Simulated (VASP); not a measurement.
**SrRhN2: single point with PBE**

The system is SrRhN2, a sheet with vacuum.

```
Sr Rh N
1.0
     3.43384    0.00000    0.00000
     0.00000    3.43384    0.00000
     0.00000    0.00000   17.00000
Sr Rh N
1 1 2
Direct
  0.50000 0.50000 0.50000
  0.00000 0.00000 0.50000
  0.00000 0.00000 0.58514
  0.00000 0.00000 0.41486
```

The cell was generated, and may not be a known phase.

| Item | Value |
| --- | --- |
| Program | VASP 6.6.1 |
| Task | single point |
| Functional | PBE |
| Potentials or basis | VASP PAW PBE potentials, release 64 (Sr_sv, Rh_pv, N) |
| Cutoff | 520 eV |
| k mesh | 6 × 6 × 1 |
| Occupations | gaussian, width 0.1 eV |
| Spin | collinear spin, ferromagnetic start |
| Starting moments | [0.0, 1.0, 0.0, 0.0] μB |
| Dipole correction | yes |
| Further INCAR settings | ALGO = Fast; EDIFF = 1e-07; NBANDS = 30 |

```
Largest force                                         : 29.276 eV/Å
Net moment                                            : 0.89 μB per cell
Site moments                                          : Sr +0.02; Rh +0.30; N +0.29 μB
Valence electrons inside the program's atomic spheres : Sr 8.64; Rh 16.14; N 3.86
```

Forces in eV/Å, atoms in the order of the input:
```
Sr    0.000   0.000   0.000
Rh    0.000   0.000   0.000
N     0.000   0.000  29.276
N     0.000   0.000 -29.276
```

Levels at points of the mesh, in eV from the Fermi level:
Spin up:
| k point | band 15 | band 16 | band 17 | band 18 | band 19 | band 20 | band 21 | band 22 |
| --- | --- | --- | --- | --- | --- | --- | --- | --- |
| (0.00, 0.00, 0.00) | -3.44 | -3.27 | -3.27 | -1.18 | 2.64 | 2.64 | 3.29 | 4.37 |
| (0.50, 0.00, 0.00) | -3.57 | -3.51 | -1.01 | 0.76 | 1.15 | 1.39 | 2.44 | 2.77 |
| (0.50, 0.50, 0.00) | -4.16 | -4.16 | -2.37 | -0.78 | 1.71 | 1.71 | 4.20 | 5.22 |
Spin down:
| k point | band 14 | band 15 | band 16 | band 17 | band 18 | band 19 | band 20 | band 21 |
| --- | --- | --- | --- | --- | --- | --- | --- | --- |
| (0.00, 0.00, 0.00) | -6.52 | -3.03 | -3.03 | -2.97 | -0.11 | 2.80 | 2.80 | 3.42 |
| (0.50, 0.00, 0.00) | -5.03 | -3.49 | -3.34 | 0.10 | 0.81 | 1.50 | 1.50 | 2.58 |
| (0.50, 0.50, 0.00) | -4.38 | -3.95 | -3.95 | -1.89 | 0.42 | 1.82 | 1.82 | 4.19 |

Run time: 7.4 min on 1 thread of Oxide Virtual Turin-like Processor, with other jobs on the host, peak memory 0.39 GiB.

Caveat: atoms lie so close that the PAW spheres overlap strongly, which falsifies energies and pressures; a moment this small can come from the mesh or the smearing.
